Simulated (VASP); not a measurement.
CuPd, 2 atoms in the cell. Symmetry: Pm-3m, No. 221, cubic system. Conventional cell: a = 3.022 Å, b = 3.022 Å, c = 3.022 Å, α = 90.00°, β = 90.00°, γ = 90.00°. Within 3.5 Å of Cu (site symmetry m-3m) lie 8 Pd at 2.62 Å and 6 Cu at 3.02 Å. Within 3.5 Å of Pd (site symmetry m-3m) lie 8 Cu at 2.62 Å and 6 Pd at 3.02 Å. 

| Quantity | Value |
| --- | --- |
| Program | VASP 6.6.1 |
| Task | relaxation of the atoms |
| Functional | r2SCAN |
| Potentials or basis | VASP PAW PBE potentials, release 64 (Cu, Pd) |
| Cutoff | 520 eV |
| k mesh | 11 × 11 × 11 |
| Occupations | fermi-dirac, width 0.1 eV |
| Spin | no spin polarisation |
| Dipole correction | no |
| Further INCAR settings | ALGO = Normal; EDIFF = 1e-06; IBRION = 2; EDIFFG = -0.01; NSW = 50 |

Potentials or basis: VASP PAW PBE potentials, release 64 (Cu, Pd).

Command:

```bash
$ cat potpaw_PBE.64/Cu/POTCAR potpaw_PBE.64/Pd/POTCAR > POTCAR
$ cp INCAR.step1 INCAR
$ mpirun -np 1 vasp_std > vasp.out
$ cp INCAR.step2 INCAR
$ mpirun -np 1 vasp_std > vasp.out
```

Hardware: 1 thread of Oxide Virtual Turin-like Processor, on a shared host.

Problem. Estimate the wall time of this run.

Solution. It took 74 s on 1 thread of Oxide Virtual Turin-like Processor (shared host), peak memory 0.12 GiB. Counts: k points 56, ion steps 1.
